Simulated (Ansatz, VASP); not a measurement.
Sb in VASP and in Ansatz

```
CELL_PARAMETERS angstrom
2.21121 1.27664 3.54156
-2.21121 1.27664 3.54156
0.00000 -2.55329 3.54156
ATOMIC_POSITIONS crystal
Sb 0.23364 0.23364 0.23364
Sb 0.76636 0.76636 0.76636
```

Alike in both runs: task single point; functional PBE; dispersion D3(BJ); k mesh 15 × 15 × 15; occupations gaussian, width 0.15 eV; no spin polarisation.

|  | VASP | Ansatz |
| --- | --- | --- |
| version | VASP 6.6.1 | Ansatz 0.2.0 |
| potentials or method | VASP PAW PBE potentials, release 64 (Sb), cutoff 520 eV | scalar-relativistic, plane waves, PAW |
| valence electrons in the cell | 10 | 30 |

VASP gave:

| Property | Result |
| --- | --- |
| gap on the k mesh at the Fermi level (eV) | none |
| pressure (GPa) | -0.2 |
| traceless stress, the component that is largest in VASP (GPa) | 1.77 |
| rms of the force components (eV/Å) | 0.196 |

Problem. Which values does Ansatz return?

Solution. gap on the k mesh at the Fermi level (eV): none; pressure (GPa): -0.2; traceless stress, the component that is largest in VASP (GPa): 1.83; rms of the force components (eV/Å): 0.176.

Atom by atom the forces differ by 0.021 eV/Å (rms over components). A gap of «none» marks a metal or a gap that the smearing closes. VASP's potentials hold 10 valence electrons a cell and Ansatz's 30, so a difference there can come from the potentials and not from the codes.

Spin-orbit coupling is off throughout.
